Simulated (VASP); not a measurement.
# Lu3Sc2O (P-6m2) in VASP: a series of runs

Lu3Sc2O is run at these levels: PBE; tasks: single point.

Everything below comes from runs of VASP 6.6.1. Logs are shortened: lines on timing, memory, paths and dates and some standing lists are left out, and cuts for length are marked.

### Step 1. The cell of the first run

It takes space group P-6m2 (No. 187, hexagonal). Conventional cell: a = 4.163 Å, b = 4.163 Å, c = 9.276 Å, α = 90.00°, β = 90.00°, γ = 120.00°. Within 3.2 Å of Lu (site symmetry -6m2) lie 3 Lu at 2.40 Å. Lu (site symmetry -6m2) has 3 O at 2.40 Å within 3.2 Å. Lu (site symmetry -6m2) has 3 Lu at 2.40 Å within 3.2 Å. Within 4.4 Å of Sc (site symmetry 3m) lie 9 Lu at 3.33 to 3.35 Å and 3 O at 3.35 Å and 6 Sc at 4.16 Å. Within 3.2 Å of O (site symmetry -6m2) lie 3 Lu at 2.40 Å.

### Step 2. Single point, PBE

Contents of INCAR:

```
PREC = Accurate
ENCUT = 520
EDIFF = 1E-7
ISMEAR = 0
SIGMA = 0.1
LREAL = False
LASPH = True
NELM = 100
ALGO = Normal
ISIF = 2
LWAVE = False
LCHARG = True
GGA = PE
LELF = True
LVHAR = True
NBANDS = 60
```

Contents of KPOINTS:

```
regular mesh
0
Gamma
  6 6 2
```

Contents of POSCAR:

```
Lu3Sc2O
1.0
    4.1627788200      0.0000000000      0.0000000000
   -2.0813894100      3.6050722100      0.0000000000
    0.0000000000      0.0000000000      9.2763057200
Lu Sc O
3 2 1
Direct
    0.0000000000      0.0000000000      0.0000000000
    0.3333333300      0.6666666700      0.5000000000
    0.3333333300      0.6666666700      0.0000000000
    0.6666666700      0.3333333300      0.7522701000
    0.6666666700      0.3333333300      0.2477299000
    0.0000000000      0.0000000000      0.5000000000
```

Potentials or basis: VASP PAW PBE potentials, release 64 (Lu, Sc_sv, O).

On the command line:

```console
cat potpaw_PBE.64/Lu/POTCAR potpaw_PBE.64/Sc_sv/POTCAR potpaw_PBE.64/O/POTCAR > POTCAR
mpirun -np 1 vasp_std > vasp.out
```

OUTCAR:

```text
PREC = Accurate
   ENCUT = 520
   EDIFF = 1E-7
   ISMEAR = 0
   LREAL = False
   LASPH = True
   NELM = 100
   ISIF = 2
   GGA = PE

 ion  position               nearest neighbor table
   1  0.000  0.000  0.000-   3 2.40   3 2.40   3 2.40   5 3.33   4 3.33   5 3.33   4 3.33   5 3.33
                             4 3.33
   2  0.333  0.667  0.500-   6 2.40   6 2.40   6 2.40   4 3.35   5 3.35   4 3.35   5 3.35   4 3.35
                             5 3.35
   3  0.333  0.667  0.000-   1 2.40   1 2.40   1 2.40   4 3.33   5 3.33   4 3.33   5 3.33   5 3.33
                             4 3.33
   4  0.667  0.333  0.752-   1 3.33   3 3.33   3 3.33   1 3.33   1 3.33   3 3.33   2 3.35   2 3.35
                             2 3.35
   5  0.667  0.333  0.248-   1 3.33   3 3.33   3 3.33   1 3.33   1 3.33   3 3.33   2 3.35   2 3.35
                             2 3.35
   6  0.000  0.000  0.500-   2 2.40   2 2.40   2 2.40

  LATTYP: Found a hexagonal cell.
 ALAT       =     4.1627788200
 C/A-ratio  =     2.2283926485

  Lattice vectors:

 A1 = (   4.1627788200,   0.0000000000,   0.0000000000)
 A2 = (  -2.0813894100,   3.6050722100,   0.0000000000)
 A3 = (   0.0000000000,   0.0000000000,   9.2763057200)

Analysis of symmetry for initial positions (statically):
=====================================================================
 Subroutine PRICEL returns:
 Original cell was already a primitive cell.

 Routine SETGRP: Setting up the symmetry group for a
 hexagonal supercell.

 Subroutine GETGRP returns: Found 12 space group operations
 (whereof 12 operations were pure point group operations)
 out of a pool of 24 trial point group operations.

The static configuration has the point symmetry D_3h.

Analysis of symmetry for dynamics (positions and initial velocities):
=====================================================================
 Subroutine PRICEL returns:
 Original cell was already a primitive cell.

 Routine SETGRP: Setting up the symmetry group for a
 hexagonal supercell.

 Subroutine GETGRP returns: Found 12 space group operations
 (whereof 12 operations were pure point group operations)
 out of a pool of 24 trial point group operations.

The dynamic configuration has the point symmetry D_3h.

 Subroutine INISYM returns: Found 12 space group operations
 (whereof 12 operations are pure point group operations),
 and found     1 'primitive' translations

----------------------------------------------------------------------------------------

                                     Primitive cell

  volume of cell :     139.2106

  direct lattice vectors                    reciprocal lattice vectors
     4.162778820  0.000000000  0.000000000     0.240224149  0.138693477  0.000000000
    -2.081389410  3.605072210  0.000000000     0.000000000  0.277386954  0.000000000
     0.000000000  0.000000000  9.276305720     0.000000000  0.000000000  0.107801535

  length of vectors
     4.162778820  4.162778821  9.276305720     0.277386954  0.277386954  0.107801535

  position of ions in fractional coordinates (direct lattice)
     0.000000000  0.000000000  0.000000000
     0.333333330  0.666666670  0.500000000
     0.333333330  0.666666670  0.000000000
     0.666666670  0.333333330  0.752270100
     0.666666670  0.333333330  0.247729900
     0.000000000  0.000000000  0.500000000

  ion indices of the primitive-cell ions
   primitive index   ion index
                 1           1
                 2           2
                 3           3
                 4           4
                 5           5
                 6           6

----------------------------------------------------------------------------------------

 KPOINTS: regular mesh

Automatic generation of k-mesh.
 Grid dimensions read from file:
 generate k-points for:    6    6    2

 Generating k-lattice:

  Cartesian coordinates                     Fractional coordinates (reciprocal lattice)
     0.040037358  0.023115580  0.000000000     0.166666667  0.000000000  0.000000000
     0.000000000  0.046231159  0.000000000     0.000000000  0.166666667  0.000000000
     0.000000000  0.000000000  0.053900768     0.000000000  0.000000000  0.500000000

  Length of vectors
     0.046231159  0.046231159  0.053900768

  Shift w.r.t. Gamma in fractional coordinates (k-lattice)
     0.000000000  0.000000000  0.000000000

 Subroutine IBZKPT returns following result:
 ===========================================

 Found     14 irreducible k-points:

 Following reciprocal coordinates:
            Coordinates               Weight
  0.000000  0.000000  0.000000      1.000000
  0.166667 -0.000000  0.000000      6.000000
  0.333333 -0.000000  0.000000      6.000000
  0.500000  0.000000  0.000000      3.000000
  0.166667  0.166667  0.000000      6.000000
  0.333333  0.166667  0.000000     12.000000
  0.333333  0.333333  0.000000      2.000000
  0.000000  0.000000  0.500000      1.000000
  0.166667 -0.000000  0.500000      6.000000
  0.333333 -0.000000  0.500000      6.000000
  0.500000  0.000000  0.500000      3.000000
  0.166667  0.166667  0.500000      6.000000
  0.333333  0.166667  0.500000     12.000000
  0.333333  0.333333  0.500000      2.000000
   k-points           NKPTS =     14   k-points in BZ     NKDIM =     14   number of bands    NBANDS=     60
   number of dos      NEDOS =    301   number of ions     NIONS =      6
   total plane-waves  NPLWV =  71680
   dimension x,y,z NGX =    32 NGY =   32 NGZ =   70
   dimension x,y,z NGXF=    64 NGYF=   64 NGZF=  140
   ions per type =               3   2   1
   NGX,Y,Z   is equivalent  to a cutoff of  12.78, 12.78, 12.55 a.u.
   NGXF,Y,Z  is equivalent  to a cutoff of  25.56, 25.56, 25.09 a.u.
 SYSTEM =  unknown system
   PREC   = accura    normal or accurate (medium, high low for compatibility)
   ISTART =      0    job   : 0-new  1-cont  2-samecut
   ICHARG =      2    charge: 1-file 2-atom 10-const
   ISPIN  =      1    spin polarized calculation?
   LNONCOLLINEAR =      F non collinear calculations
   LSORBIT =      F    spin-orbit coupling
   LASPH  =      T    aspherical Exc in radial PAW
   ENCUT  =  520.0 eV  38.22 Ry    6.18 a.u.   7.74  7.74 17.25*2*pi/ulx,y,z
   NELM   =    100;   NELMIN=  2; NELMDL= -5     # of ELM steps
   EDIFF  = 0.1E-06   stopping-criterion for ELM
   LREAL  =      F    real-space projection
   EDIFFG = 0.1E-05   stopping-criterion for IOM
   NSW    =      0    number of steps for IOM
   IBRION =     -1    ionic relax: 0-MD 1-quasi-New 2-CG
   NFREE  =      0    steps in history (QN), initial steepest desc. (CG)
   ISIF   =      2    stress and relaxation
   ISYM   =      2    0-nonsym 1-usesym 2-fastsym
   POTIM  = 0.5000    time-step for ionic-motion
   TEBEG  =    0.0;   TEEND  =   0.0 temperature during run
   PSTRESS=    0.0 pullay stress
   NELECT =     103.0000    total number of electrons
   NUPDOWN=      -1.0000    fix difference up-down
   EMIN   =  10.00;   EMAX   =-10.00  energy-range for DOS
   EFERMI =   0.00;   METHOD = LEGACY
   ISMEAR =     0;   SIGMA  =   0.10  broadening in eV -4-tet -1-fermi 0-gaus
   EFERMI_NEDOS =   21; number of points for ismear=-14 and -15
   IALGO  =     38    algorithm
   IMIX   =      4    mixing-type and parameters
     AMIX     =   0.40;   BMIX     =  1.00
     AMIX_MAG =   1.60;   BMIX_MAG =  1.00
  volume/ion in A,a.u.               =      23.20       156.57
  Fermi-wavevector in a.u.,A,eV,Ry     =   1.480687  2.798092 29.829856  2.192433
  Thomas-Fermi vector in A             =   2.594690
   LORBIT       =      0    0 simple, 1 ext, 2 COOP (PROOUT), +10 PAW based schemes
   GGA     = PE    functional components
   LHFCALC =     F    Hartree Fock is set to
   AEXX    =    0.0000 exact exchange contribution
   IVDW    =     0    specifies the selected vdW correction
   LEPSILON=     F    determine dielectric tensor
   LRPA    =     F    only Hartree local field effects (RPA)
 non-spin polarized calculation
 Gauss-broadening in eV      SIGMA  =   0.10
  energy-cutoff  :      520.00
  volume of cell :      139.21
 maximum number of plane-waves:      3802
 NGX is ok and might be reduce to    32
   NGX = 15   NGY = 15   NGZ = 35

 number of electron     102.9999982 magnetization

 Free energy of the ion-electron system (eV)
  ---------------------------------------------------
  ext. energy  EPLUGINS =         0.00000000
  ---------------------------------------------------
  free energy    TOTEN  =       -28.51332825 eV

  energy without entropy =      -28.47463932  energy(sigma->0) =      -28.49398379

 E-fermi :   2.9270     XC(G=0): -10.4309

 val. band max:        2.9049297214   @ k =   0.3333  -0.0000   0.0000
 cond. band min:       2.9412490694   @ k =   0.3333   0.3333   0.0000
 fundamental gap:      0.0363193480
 Fermi energy:         2.9269888856

 k-point     1 :       0.0000    0.0000    0.0000
  band No.  band energies     occupation
      1     -54.0387      2.00000
      2     -53.4649      2.00000
      3     -52.5000      2.00000
      4     -47.0620      2.00000
      5     -47.0619      2.00000
      6     -25.7507      2.00000
[... 52 lines left out ...]
     59       4.8276      0.00000
     60       5.1385      0.00000

 k-point     2 :       0.1667   -0.0000    0.0000
  band No.  band energies     occupation
      1     -54.0383      2.00000
      2     -53.4118      2.00000
      3     -52.5602      2.00000
      4     -47.0617      2.00000
      5     -47.0616      2.00000
      6     -25.7453      2.00000
[... 52 lines left out ...]
     59       4.5062      0.00000
     60       5.4580      0.00000

 k-point     3 :       0.3333   -0.0000    0.0000
  band No.  band energies     occupation
      1     -54.0376      2.00000
      2     -53.2735      2.00000
      3     -52.7124      2.00000
      4     -47.0611      2.00000
      5     -47.0610      2.00000
      6     -25.8357      2.00000
[... 682 lines left out ...]
     59       4.5561      0.00000
     60       4.9747      0.00000

 k-point    14 :       0.3333    0.3333    0.5000
  band No.  band energies     occupation
      1     -54.0370      2.00000
      2     -53.0431      2.00000
      3     -52.9534      2.00000
      4     -47.0606      2.00000
      5     -47.0605      2.00000
      6     -26.0738      2.00000
[... 52 lines left out ...]
     59       4.9737      0.00000
     60       5.0112      0.00000

------------------------ aborting loop because EDIFF is reached ----------------------------------------

  FORCE on cell =-STRESS in cart. coord.  units (eV):
  Direction    XX          YY          ZZ          XY          YZ          ZX
  --------------------------------------------------------------------------------------
  -------------------------------------------------------------------------------------
  Total        7.1479212      7.1479212     -1.5407342     -0.0000000     -0.0000000      0.0000000
  in kB       82.2655456     82.2655456    -17.7323359     -0.0000000     -0.0000000      0.0000000
  external PRESSURE =      48.9329184 kB  Pullay stress =       0.0000000 kB

 VOLUME and BASIS-vectors are now :
 -----------------------------------------------------------------------------
  energy-cutoff  :      520.00
  volume of cell :      139.21
      direct lattice vectors                 reciprocal lattice vectors
     4.162778820  0.000000000  0.000000000     0.240224149  0.138693477  0.000000000
    -2.081389410  3.605072210  0.000000000     0.000000000  0.277386954  0.000000000
     0.000000000  0.000000000  9.276305720     0.000000000  0.000000000  0.107801535

 POSITION                                       TOTAL-FORCE (eV/Angst)
 -----------------------------------------------------------------------------------
      0.00000      0.00000      0.00000         0.000000      0.000000      0.000000
     -0.00000      2.40338      4.63815        -0.000000      0.000000      0.000000
     -0.00000      2.40338      0.00000         0.000000     -0.000000      0.000000
      2.08139      1.20169      6.97829         0.000000     -0.000000      0.960064
      2.08139      1.20169      2.29802        -0.000000     -0.000000     -0.960064
      0.00000      0.00000      4.63815        -0.000000     -0.000000      0.000000
 -----------------------------------------------------------------------------------
    total drift:                                0.000036     -0.000021     -0.000000

  FREE ENERGIE OF THE ION-ELECTRON SYSTEM (eV)
  ---------------------------------------------------
  free  energy   TOTEN  =       -28.5133282530 eV

  energy  without entropy=      -28.4746393211  energy(sigma->0) =      -28.49398379
```

It took 1.8 min on 1 thread of Intel Xeon 6975P-C (Granite Rapids), shared host; peak memory 0.3 GiB.

What came out:

| Item | Value |
| --- | --- |
| Free energy | -28.5133 eV |
| Pressure | 4.9 GPa |
| Largest force | 0.960 eV/Å |

Forces in eV/Å, atoms in the order of the input:
```
Lu   0.000  0.000  0.000
Lu   0.000  0.000  0.000
Lu   0.000  0.000  0.000
Sc   0.000  0.000  0.960
Sc   0.000  0.000 -0.960
O    0.000  0.000  0.000
```

Stress tensor (GPa, compression positive):
```
 8.23  0.00  0.00
 0.00  8.23  0.00
 0.00  0.00 -1.77
```

Caveat: spin-orbit coupling is left out, which moves the levels of the heavy elements; an odd number of electrons without spin polarisation forces a metal; a magnetic or distorted state may lie lower.

(Continued in part 2 of 2.)
